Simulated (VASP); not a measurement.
# Hf4Si (P4/nbm) in VASP: a series of runs

Runs on Hf4Si. Level: PBE. Tasks: single point, relaxation of shape and atoms at fixed volume.

Program: VASP 6.6.1. These are calculated values, not measurements. Logs are shortened: lines on timing, memory, paths and dates and some standing lists are left out, and cuts for length are marked.

## Step 1: The cell of the first run

Symmetry: P4/nbm, No. 125, tetragonal system. Conventional cell: a = 6.324 Å, b = 6.324 Å, c = 5.557 Å, α = 90.00°, β = 90.00°, γ = 90.00°. Within 3.6 Å of Hf (site symmetry m) lie 2 Si at 2.75 Å and 11 Hf at 2.89 to 3.46 Å. Within 3.6 Å of Si (site symmetry 422) lie 8 Hf at 2.75 Å.

## Step 2: Single point, PBE (22.22 Å³/atom)

Contents of INCAR:

```
SYSTEM = Hf4Si
PREC = Accurate
ENCUT = 520
EDIFF = 1E-6
ISMEAR = 0
SIGMA = 0.1
LREAL = .False.
LASPH = .True.
NELM = 80
ALGO = Fast
ISIF = 2
LWAVE = .False.
LCHARG = .False.
GGA = PE
NBANDS = 55
```

Contents of KPOINTS:

```
Automatic mesh
0
Gamma
  6 6 6
  0 0 0
```

Contents of POSCAR:

```
Hf4Si
1.0
    6.3241648287      0.0000000000      0.0000000000
    0.0000000000      6.3241648287      0.0000000000
    0.0000000000      0.0000000000      5.5567713823
Hf Si
8 2
Direct
    0.6615954280      0.1615954280      0.7508663158
    0.8384045720      0.6615954280      0.7508663158
    0.3384045720      0.1615954280      0.2491336842
    0.6615954280      0.8384045720      0.2491336842
    0.1615954280      0.3384045720      0.7508663158
    0.8384045720      0.3384045720      0.2491336842
    0.1615954280      0.6615954280      0.2491336842
    0.3384045720      0.8384045720      0.7508663158
    0.5000000000      0.5000000000      0.0000000000
    0.0000000000      0.0000000000      0.0000000000
```

Potentials or basis: VASP PAW PBE potentials, release 64 (Hf_pv, Si).

Started as:

```bash
$ cat potpaw_PBE.64/Hf_pv/POTCAR potpaw_PBE.64/Si/POTCAR > POTCAR
$ mpirun -np 1 vasp_std > vasp.out
```

OUTCAR:

```text
SYSTEM = Hf4Si
   PREC = Accurate
   ENCUT = 520
   EDIFF = 1E-6
   ISMEAR = 0
   LREAL = .False.
   LASPH = .True.
   NELM = 80
   ISIF = 2
   GGA = PE

 ion  position               nearest neighbor table
   1  0.662  0.162  0.751-   9 2.75  10 2.75   8 2.89   6 3.19   6 3.21   5 3.35   2 3.35   2 3.35
                             5 3.35   3 3.44   4 3.44   4 3.46   3 3.46
   2  0.838  0.662  0.751-   9 2.75  10 2.75   5 2.89   4 3.19   4 3.21   8 3.35   1 3.35   1 3.35
                             8 3.35   6 3.44   7 3.44   6 3.46   7 3.46
   3  0.338  0.162  0.249-   9 2.75  10 2.75   4 2.89   5 3.19   5 3.21   6 3.35   7 3.35   7 3.35
                             6 3.35   1 3.44   8 3.44   1 3.46   8 3.46
   4  0.662  0.838  0.249-   9 2.75  10 2.75   3 2.89   2 3.19   2 3.21   6 3.35   7 3.35   6 3.35
                             7 3.35   1 3.44   8 3.44   1 3.46   8 3.46
   5  0.162  0.338  0.751-   9 2.75  10 2.75   2 2.89   3 3.19   3 3.21   8 3.35   1 3.35   8 3.35
                             1 3.35   6 3.44   7 3.44   6 3.46   7 3.46
   6  0.838  0.338  0.249-   9 2.75  10 2.75   7 2.89   1 3.19   1 3.21   4 3.35   3 3.35   4 3.35
                             3 3.35   5 3.44   2 3.44   2 3.46   5 3.46
   7  0.162  0.662  0.249-   9 2.75  10 2.75   6 2.89   8 3.19   8 3.21   3 3.35   4 3.35   3 3.35
                             4 3.35   2 3.44   5 3.44   5 3.46   2 3.46
   8  0.338  0.838  0.751-   9 2.75  10 2.75   1 2.89   7 3.19   7 3.21   2 3.35   5 3.35   5 3.35
                             2 3.35   4 3.44   3 3.44   4 3.46   3 3.46
   9  0.500  0.500  0.000-   1 2.75   2 2.75   3 2.75   4 2.75   5 2.75   6 2.75   7 2.75   8 2.75

  10  0.000  0.000  0.000-   1 2.75   2 2.75   3 2.75   4 2.75   5 2.75   6 2.75   7 2.75   8 2.75

  LATTYP: Found a simple tetragonal cell.
 ALAT       =     6.3241648287
 C/A-ratio  =     0.8786569504

  Lattice vectors:

 A1 = (   6.3241648287,   0.0000000000,   0.0000000000)
 A2 = (   0.0000000000,   6.3241648287,   0.0000000000)
 A3 = (   0.0000000000,   0.0000000000,   5.5567713823)

Analysis of symmetry for initial positions (statically):
=====================================================================
 Subroutine PRICEL returns:
 Original cell was already a primitive cell.

 Routine SETGRP: Setting up the symmetry group for a
 simple tetragonal supercell.

 Subroutine GETGRP returns: Found 16 space group operations
 (whereof  8 operations were pure point group operations)
 out of a pool of 16 trial point group operations.

The static configuration has the point symmetry D_4 .
 The point group associated with its full space group is D_4h.

Analysis of symmetry for dynamics (positions and initial velocities):
=====================================================================
 Subroutine PRICEL returns:
 Original cell was already a primitive cell.

 Routine SETGRP: Setting up the symmetry group for a
 simple tetragonal supercell.

 Subroutine GETGRP returns: Found 16 space group operations
 (whereof  8 operations were pure point group operations)
 out of a pool of 16 trial point group operations.

The dynamic configuration has the point symmetry D_4 .
 The point group associated with its full space group is D_4h.

 Subroutine INISYM returns: Found 16 space group operations
 (whereof  8 operations are pure point group operations),
 and found     1 'primitive' translations

----------------------------------------------------------------------------------------

                                     Primitive cell

  volume of cell :     222.2434

  direct lattice vectors                    reciprocal lattice vectors
     6.324164829  0.000000000  0.000000000     0.158123646  0.000000000  0.000000000
     0.000000000  6.324164829  0.000000000     0.000000000  0.158123646  0.000000000
     0.000000000  0.000000000  5.556771382     0.000000000  0.000000000  0.179960616

  length of vectors
     6.324164829  6.324164829  5.556771382     0.158123646  0.158123646  0.179960616

  position of ions in fractional coordinates (direct lattice)
     0.661595428  0.161595428  0.750866316
     0.838404572  0.661595428  0.750866316
     0.338404572  0.161595428  0.249133684
     0.661595428  0.838404572  0.249133684
     0.161595428  0.338404572  0.750866316
     0.838404572  0.338404572  0.249133684
     0.161595428  0.661595428  0.249133684
     0.338404572  0.838404572  0.750866316
     0.500000000  0.500000000  0.000000000
     0.000000000  0.000000000  0.000000000

  ion indices of the primitive-cell ions
   primitive index   ion index
                 1           1
                 2           2
                 3           3
                 4           4
                 5           5
                 6           6
                 7           7
                 8           8
                 9           9
                10          10

----------------------------------------------------------------------------------------

 KPOINTS: Automatic mesh

Automatic generation of k-mesh.
 Grid dimensions read from file:
 generate k-points for:    6    6    6

 Generating k-lattice:

  Cartesian coordinates                     Fractional coordinates (reciprocal lattice)
     0.026353941  0.000000000  0.000000000     0.166666667  0.000000000  0.000000000
     0.000000000  0.026353941  0.000000000     0.000000000  0.166666667  0.000000000
     0.000000000  0.000000000  0.029993436     0.000000000  0.000000000  0.166666667

  Length of vectors
     0.026353941  0.026353941  0.029993436

  Shift w.r.t. Gamma in fractional coordinates (k-lattice)
     0.000000000  0.000000000  0.000000000

 Subroutine IBZKPT returns following result:
 ===========================================

 Found     40 irreducible k-points:

 Following reciprocal coordinates:
            Coordinates               Weight
  0.000000  0.000000  0.000000      1.000000
  0.166667  0.000000  0.000000      4.000000
  0.333333  0.000000  0.000000      4.000000
  0.500000  0.000000  0.000000      2.000000
  0.166667  0.166667  0.000000      4.000000
  0.333333  0.166667  0.000000      8.000000
[... 16 lines left out ...]
  0.333333  0.000000  0.333333      8.000000
  0.500000  0.000000  0.333333      4.000000
 [... further k-points ...]
   k-points           NKPTS =     40   k-points in BZ     NKDIM =     40   number of bands    NBANDS=     55
   number of dos      NEDOS =    301   number of ions     NIONS =     10
   total plane-waves  NPLWV =  96768
   dimension x,y,z NGX =    48 NGY =   48 NGZ =   42
   dimension x,y,z NGXF=    96 NGYF=   96 NGZF=   84
   ions per type =               8   2
   NGX,Y,Z   is equivalent  to a cutoff of  12.62, 12.62, 12.57 a.u.
   NGXF,Y,Z  is equivalent  to a cutoff of  25.24, 25.24, 25.13 a.u.
 SYSTEM =  Hf4Si
   PREC   = accura    normal or accurate (medium, high low for compatibility)
   ISTART =      0    job   : 0-new  1-cont  2-samecut
   ICHARG =      2    charge: 1-file 2-atom 10-const
   ISPIN  =      1    spin polarized calculation?
   LNONCOLLINEAR =      F non collinear calculations
   LSORBIT =      F    spin-orbit coupling
   LASPH  =      T    aspherical Exc in radial PAW
   ENCUT  =  520.0 eV  38.22 Ry    6.18 a.u.  11.76 11.76 10.33*2*pi/ulx,y,z
   NELM   =     80;   NELMIN=  2; NELMDL= -5     # of ELM steps
   EDIFF  = 0.1E-05   stopping-criterion for ELM
   LREAL  =      F    real-space projection
   EDIFFG = 0.1E-04   stopping-criterion for IOM
   NSW    =      0    number of steps for IOM
   IBRION =     -1    ionic relax: 0-MD 1-quasi-New 2-CG
   NFREE  =      0    steps in history (QN), initial steepest desc. (CG)
   ISIF   =      2    stress and relaxation
   ISYM   =      2    0-nonsym 1-usesym 2-fastsym
   POTIM  = 0.5000    time-step for ionic-motion
   TEBEG  =    0.0;   TEEND  =   0.0 temperature during run
   PSTRESS=    0.0 pullay stress
   NELECT =      88.0000    total number of electrons
   NUPDOWN=      -1.0000    fix difference up-down
   EMIN   =  10.00;   EMAX   =-10.00  energy-range for DOS
   EFERMI =   0.00;   METHOD = LEGACY
   ISMEAR =     0;   SIGMA  =   0.10  broadening in eV -4-tet -1-fermi 0-gaus
   EFERMI_NEDOS =   21; number of points for ismear=-14 and -15
   IALGO  =     68    algorithm
   IMIX   =      4    mixing-type and parameters
     AMIX     =   0.40;   BMIX     =  1.00
     AMIX_MAG =   1.60;   BMIX_MAG =  1.00
  volume/ion in A,a.u.               =      22.22       149.98
  Fermi-wavevector in a.u.,A,eV,Ry     =   1.202152  2.271738 19.662728  1.445170
  Thomas-Fermi vector in A             =   2.337941
   LORBIT       =      0    0 simple, 1 ext, 2 COOP (PROOUT), +10 PAW based schemes
   GGA     = PE    functional components
   LHFCALC =     F    Hartree Fock is set to
   AEXX    =    0.0000 exact exchange contribution
   IVDW    =     0    specifies the selected vdW correction
   LEPSILON=     F    determine dielectric tensor
   LRPA    =     F    only Hartree local field effects (RPA)
 non-spin polarized calculation
 RMM-DIIS sequential band-by-band and
 Gauss-broadening in eV      SIGMA  =   0.10
  energy-cutoff  :      520.00
  volume of cell :      222.24
 maximum number of plane-waves:      6025
 NGX is ok and might be reduce to    48
   NGX = 23   NGY = 23   NGZ = 21

 number of electron      88.0000009 magnetization

 Free energy of the ion-electron system (eV)
  ---------------------------------------------------
  ext. energy  EPLUGINS =         0.00000000
  ---------------------------------------------------
  free energy    TOTEN  =       -92.43223065 eV

  energy without entropy =      -92.39808010  energy(sigma->0) =      -92.41515537

 E-fermi :   4.7070     XC(G=0): -10.8980

 val. band max:        4.6955501745   @ k =   0.5000   0.3333   0.5000
 cond. band min:       4.7161942192   @ k =   0.5000   0.0000   0.5000
 fundamental gap:      0.0206440447
 Fermi energy:         4.7070161080

 k-point     1 :       0.0000    0.0000    0.0000
  band No.  band energies     occupation
      1     -26.0894      2.00000
      2     -26.0819      2.00000
      3     -26.0630      2.00000
      4     -25.9882      2.00000
      5     -25.9519      2.00000
      6     -25.9262      2.00000
[... 47 lines left out ...]
     54       6.4709      0.00000
     55       7.0962      0.00000

 k-point     2 :       0.1667    0.0000    0.0000
  band No.  band energies     occupation
      1     -26.0895      2.00000
      2     -26.0766      2.00000
      3     -26.0541      2.00000
      4     -25.9942      2.00000
      5     -25.9810      2.00000
      6     -25.9142      2.00000
[... 47 lines left out ...]
     54       6.5448      0.00000
     55       6.8872      0.00000

 k-point     3 :       0.3333    0.0000    0.0000
  band No.  band energies     occupation
      1     -26.0874      2.00000
      2     -26.0581      2.00000
      3     -26.0412      2.00000
      4     -26.0282      2.00000
      5     -25.9723      2.00000
      6     -25.9522      2.00000
[... 1152 lines left out ...]
 k-point    23 :       0.3333    0.0000    0.3333
  band No.  band energies     occupation
      1     -26.1212      2.00000
      2     -26.1024      2.00000
      3     -26.0559      2.00000
      4     -26.0159      2.00000
      5     -25.9372      2.00000
      6     -25.9260      2.00000
[... 47 lines left out ...]
     54       6.7623      0.00000
     55       7.4597      0.00000

 k-point    24 :       0.5000    0.0000    0.3333
  band No.  band energies     occupation
      1     -26.0967      2.00000
      2     -26.0967      2.00000
      3     -26.0664      2.00000
      4     -26.0664      2.00000
      5     -25.9194      2.00000
      6     -25.9194      2.00000
[... 47 lines left out ...]
     54       6.7062      0.00000
     55       7.5679      0.00000

 [... further k-points ...]

------------------------ aborting loop because EDIFF is reached ----------------------------------------

  FORCE on cell =-STRESS in cart. coord.  units (eV):
  Direction    XX          YY          ZZ          XY          YZ          ZX
  --------------------------------------------------------------------------------------
  -------------------------------------------------------------------------------------
  Total       -4.5867367     -4.5867367     -4.3388355      0.0000000     -0.0000000      0.0000000
  in kB      -33.0662923    -33.0662923    -31.2791455      0.0000000     -0.0000000      0.0000000
  external PRESSURE =     -32.4705767 kB  Pullay stress =       0.0000000 kB

 VOLUME and BASIS-vectors are now :
 -----------------------------------------------------------------------------
  energy-cutoff  :      520.00
  volume of cell :      222.24
      direct lattice vectors                 reciprocal lattice vectors
     6.324164829  0.000000000  0.000000000     0.158123646  0.000000000  0.000000000
     0.000000000  6.324164829  0.000000000     0.000000000  0.158123646  0.000000000
     0.000000000  0.000000000  5.556771382     0.000000000  0.000000000  0.179960616

 POSITION                                       TOTAL-FORCE (eV/Angst)
 -----------------------------------------------------------------------------------
      4.18404      1.02196      4.17239        -0.011080     -0.011080      0.017340
      5.30221      4.18404      4.17239         0.011080     -0.011080      0.017340
      2.14013      1.02196      1.38438         0.011080     -0.011080     -0.017340
      4.18404      5.30221      1.38438        -0.011080      0.011080     -0.017340
      1.02196      2.14013      4.17239        -0.011080      0.011080      0.017340
      5.30221      2.14013      1.38438         0.011080      0.011080     -0.017340
      1.02196      4.18404      1.38438        -0.011080     -0.011080     -0.017340
      2.14013      5.30221      4.17239         0.011080      0.011080      0.017340
      3.16208      3.16208      0.00000         0.000000      0.000000      0.000000
      0.00000      0.00000      0.00000         0.000000     -0.000000      0.000000
 -----------------------------------------------------------------------------------
    total drift:                                0.000000     -0.000000      0.000000

  FREE ENERGIE OF THE ION-ELECTRON SYSTEM (eV)
  ---------------------------------------------------
  free  energy   TOTEN  =       -92.4322306516 eV

  energy  without entropy=      -92.3980800981  energy(sigma->0) =      -92.41515537
```

Wall time 6.2 min (1 thread of AMD EPYC 9R45 (Zen 5), shared host); peak memory 0.49 GiB.

Results:

| Item | Value |
| --- | --- |
| Free energy | -92.4322 eV |
| Pressure | -3.2 GPa |
| Largest force | 0.023 eV/Å |
| Band gap on the k mesh | zero (bands 44 and 45 overlap by 0.46 eV) |

Forces on the atoms (eV/Å):
```
Hf  -0.011 -0.011  0.017
Hf   0.011 -0.011  0.017
Hf   0.011 -0.011 -0.017
Hf  -0.011  0.011 -0.017
Hf  -0.011  0.011  0.017
Hf   0.011  0.011 -0.017
Hf  -0.011 -0.011 -0.017
Hf   0.011  0.011  0.017
Si   0.000  0.000  0.000
Si   0.000  0.000  0.000
```

Stress tensor (GPa, compression positive):
```
-3.31  0.00  0.00
 0.00 -3.31  0.00
 0.00  0.00 -3.13
```

Levels at points of the mesh, in eV from the Fermi level:
```
           k point  band 42  band 43  band 44  band 45  band 46  band 47
(0.00, 0.00, 0.00)    -0.59    -0.59    -0.29     0.26     0.30     0.31
(0.50, 0.00, 0.00)    -0.96    -0.54    -0.54     0.54     0.54     0.94
(0.50, 0.50, 0.00)    -1.06    -0.65    -0.65     0.97     0.97     1.28
(0.00, 0.00, 0.50)    -0.06     0.16     0.16     0.24     0.26     0.46
(0.50, 0.00, 0.50)    -0.17     0.01     0.01     0.03     0.03     0.15
(0.50, 0.50, 0.50)    -0.65    -0.39    -0.39    -0.02    -0.02     0.02
```

Caveat: the cell stands under tension; spin-orbit coupling is left out, which moves the levels of the heavy elements.

## Step 3: Relaxation of shape and atoms at fixed volume, PBE (18.99 Å³/atom)

This run uses another cell than the first one, of 18.99 Å³/atom.

Contents of INCAR:

```
ALGO = Fast
EDIFF = 1E-6
EDIFFG = -0.01
ENCUT = 600
GGA = PE
IBRION = 2
ISIF = 4
ISMEAR = 0
LASPH = T
LCHARG = F
LREAL = F
LWAVE = F
NELM = 80
NSW = 50
PREC = Accurate
SIGMA = 0.1
```

Contents of KPOINTS:

```
k-points
0
Gamma
  6 6 6
```

Contents of POSCAR:

```
Hf4Si
1.0
    5.9846229043      0.0000000000      0.0000000000
    0.0000000000      5.9846229043      0.0000000000
    0.0000000000      0.0000000000      5.3015243094
Hf Si
8 2
Direct
    0.6617293195      0.1617293195      0.7427570248
    0.8382706805      0.6617293195      0.7427570248
    0.3382706805      0.1617293195      0.2572429752
    0.6617293195      0.8382706805      0.2572429752
    0.1617293195      0.3382706805      0.7427570248
    0.8382706805      0.3382706805      0.2572429752
    0.1617293195      0.6617293195      0.2572429752
    0.3382706805      0.8382706805      0.7427570248
    0.5000000000      0.5000000000      0.0000000000
    0.0000000000      0.0000000000      0.0000000000
```

Potentials or basis: VASP PAW PBE potentials, release 64 (Hf_pv, Si).

Started as:

```bash
$ cat potpaw_PBE.64/Hf_pv/POTCAR potpaw_PBE.64/Si/POTCAR > POTCAR
$ mpirun -np 1 vasp_std > vasp.out
```

Run time: 20 min. Hardware: 1 thread of Oxide Virtual Turin-like, shared host; peak memory 0.52 GiB.

It converged, with:

- Free energy: -91.2476 eV
- Energy gained by relaxing: 0.2 meV/atom
- Ionic steps: 3
- Pressure after relaxing: 17.6 GPa
- Largest force after relaxing: 0.009 eV/Å
- Band gap on the k mesh: zero (bands 44 and 45 overlap by 0.52 eV)

Forces in eV/Å, atoms in the order of the input:
```
Hf   0.004  0.004 -0.007
Hf  -0.004  0.004 -0.007
Hf  -0.004  0.004  0.007
Hf   0.004 -0.004  0.007
Hf   0.004 -0.004 -0.007
Hf  -0.004 -0.004  0.007
Hf   0.004  0.004  0.007
Hf  -0.004 -0.004 -0.007
Si   0.000  0.000  0.000
Si   0.000  0.000  0.000
```

The path:
```
step  energy change (eV)  largest force (eV/Å)  pressure (GPa)  volume (Å³)
   1              0.0000                0.0921           17.65       189.88
   2             -0.0021                0.0255           17.58       189.88
   3             -0.0023                0.0090           17.56       189.88
```

Final structure:
```
CELL_PARAMETERS angstrom
5.98357 0.00000 0.00000
0.00000 5.98357 0.00000
0.00000 0.00000 5.30338
ATOMIC_POSITIONS crystal
Hf 0.66132 0.16132 0.74184
Hf 0.83868 0.66132 0.74184
Hf 0.33868 0.16132 0.25816
Hf 0.66132 0.83868 0.25816
Hf 0.16132 0.33868 0.74184
Hf 0.83868 0.33868 0.25816
Hf 0.16132 0.66132 0.25816
Hf 0.33868 0.83868 0.74184
Si 0.50000 0.50000 0.00000
Si 0.00000 0.00000 0.00000
```

Levels at points of the mesh, in eV from the Fermi level:
```csv
k point,band 40,band 41,band 42,band 43,band 44,band 45,band 46,band 47,band 48,band 49
"(0.00, 0.00, 0.00)",-0.70,-0.57,-0.57,-0.52,-0.36,0.15,0.23,0.23,0.37,1.19
"(0.50, 0.00, 0.00)",-1.22,-0.96,-0.96,-0.50,-0.50,0.60,0.60,1.09,1.09,1.58
"(0.50, 0.50, 0.00)",-1.36,-1.23,-1.23,-0.57,-0.57,1.29,1.29,1.34,1.34,1.39
"(0.00, 0.00, 0.50)",-0.64,-0.43,-0.17,0.12,0.31,0.31,0.33,0.53,1.16,1.34
"(0.50, 0.00, 0.50)",-0.84,-0.26,-0.26,-0.21,-0.21,0.19,0.19,0.32,0.32,0.88
"(0.50, 0.50, 0.50)",-0.92,-0.81,-0.81,-0.63,-0.63,-0.16,-0.16,0.23,0.23,1.16
```

Caveat: spin-orbit coupling is left out, which moves the levels of the heavy elements.
